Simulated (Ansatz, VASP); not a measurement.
**TiSi2 in VASP and in Ansatz**

The input INCAR:

```
  PREC = Accurate
  ENCUT = 520
  EDIFF = 1E-6
  ISMEAR = 0
  SIGMA = 0.15
  LREAL = F
  LASPH = T
  NELM = 100
  ALGO = Normal
  ISIF = 2
  LWAVE = F
  LCHARG = T
  GGA = PS
  LELF = T
  LVHAR = T
  NBANDS = 29
```

File KPOINTS:

```
Automatic mesh
0
Gamma
  14 14 14
```

Contents of POSCAR:

```
TiSi2
1.0
    0.0000000000      4.0910612953      4.2480470636
    2.3808780418      0.0000000000      4.2480470636
    2.3808780418      4.0910612953      0.0000000000
Ti Si
2 4
Direct
    0.7626003934      0.7373996066      0.7373996066
    0.4873996066      0.5126003934      0.5126003934
    0.0897012449      0.4027686587      0.0826328799
    0.4248972165      0.0826328799      0.4027686587
    0.1602987551      0.8472313413      0.1673671201
    0.8251027835      0.1673671201      0.8472313413
```

Input for Ansatz:

```yaml
crystal:
  lattice:
    - [0.0, 4.0910612953, 4.2480470636]
    - [2.3808780418, 0.0, 4.2480470636]
    - [2.3808780418, 4.0910612953, 0.0]
  atoms:
    - { symbol: Ti, position: [0.7626003934, 0.7373996066, 0.7373996066] }
    - { symbol: Ti, position: [0.4873996066, 0.5126003934, 0.5126003934] }
    - { symbol: Si, position: [0.0897012449, 0.4027686587, 0.0826328799] }
    - { symbol: Si, position: [0.4248972165, 0.0826328799, 0.4027686587] }
    - { symbol: Si, position: [0.1602987551, 0.8472313413, 0.1673671201] }
    - { symbol: Si, position: [0.8251027835, 0.1673671201, 0.8472313413] }
basis:
  ecutwfc: 420
kpoints:
  mp_grid: { grid: [14, 14, 14] }
hamiltonian:
  xc: pbesol
scf:
  occupations: { method: gaussian, width: 0.15 }
output:
  forces: true
  stress: true
  eigenvalues: true
```

Change from the starting cell: mode 9 (265.9 1/cm) frozen in, largest displacement -0.060 Å.

Alike in both runs: task single point; functional PBEsol; k mesh 14 × 14 × 14; occupations gaussian, width 0.15 eV; no spin polarisation.

|  | VASP | Ansatz |
| --- | --- | --- |
| version | VASP 6.6.1 | Ansatz 0.2.0 |
| potentials or method | VASP PAW PBE potentials, release 64 (Ti_sv, Si), cutoff 520 eV | scalar-relativistic, plane waves, PAW |
| valence electrons in the cell | 40 | 40 |

VASP gave:

* gap on the k mesh at the Fermi level (eV): none
* pressure (GPa): 0.6
* traceless stress, the component that is largest in VASP (GPa): -1.70
* rms of the force components (eV/Å): 0.298

Q: What did Ansatz give for the same quantities?

A: gap on the k mesh at the Fermi level (eV): none; pressure (GPa): 0.4; traceless stress, the component that is largest in VASP (GPa): -1.69; rms of the force components (eV/Å): 0.297.

VASP's potentials were made for PBE, not for PBEsol. Atom by atom the forces differ by 0.001 eV/Å (rms over components). A gap of «none» marks a metal or a gap that the smearing closes. With one functional, cell and mesh, what is left measures potentials, basis and numerics.
